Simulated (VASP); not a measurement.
Write the native input for VASP 6.6.1 that does the following.

* Task: single point
* Functional: LDA
* Potentials or basis: VASP PAW LDA potentials, release 64 (Si)
* Cutoff: 520 eV
* k mesh: 12 × 12 × 6
* Occupations: gaussian, width 0.03 eV
* Spin: no spin polarisation
* Dipole correction: no
* Further INCAR settings: ALGO = Normal; EDIFF = 1e-06; NBANDS = 16

The structure of Si lies in POSCAR:

```
Si
1.0
    3.8313174605      0.0000000000      0.0000000000
   -1.9156587303      3.5668696196      0.0000000000
    0.0000000000      0.0000000000      6.3326220002
Si
4
Direct
    0.3333333333      0.6666666667      0.0630095000
    0.6666666667      0.3333333333      0.5630095000
    0.3333333333      0.6666666667      0.4369905000
    0.6666666667      0.3333333333      0.9369905000
```

This cell differs from its parent crystal: strain +0.0750 x Voigt [0, 1, 0, 0, 0, 0].

One way to write it, as run:

INCAR

```
  ALGO = Normal
  EDIFF = 1E-6
  ENCUT = 520
  GGA = CA
  ISIF = 2
  ISMEAR = 0
  LASPH = True
  LCHARG = False
  LREAL = False
  LWAVE = False
  NBANDS = 16
  NELM = 80
  PREC = Accurate
  SIGMA = 0.03
```

KPOINTS

```
k-points
0
Gamma
  12 12 6
```

Potentials or basis: VASP PAW LDA potentials, release 64 (Si).

The run is started by

```console
$ cat potpaw_LDA.64/Si/POTCAR > POTCAR
$ mpirun -np 1 vasp_std > vasp.out
```

It gave:

```json
{
  "Pressure": "-7.0 GPa",
  "Largest force": "0.408 eV/Å",
  "Band gap on the k mesh": "zero (bands 8 and 9 overlap by 0.06 eV)"
}
```

Caveat: the cell differs from its parent crystal (strain +0.0750 x Voigt [0, 1, 0, 0, 0, 0]); the cell stands under tension; semilocal functionals underestimate gaps, so a narrow gap can read as zero.

It took 89 s on 1 thread of AMD EPYC 9R45 96-Core Processor (Zen 5), on a shared host, peak memory 0.25 GiB.
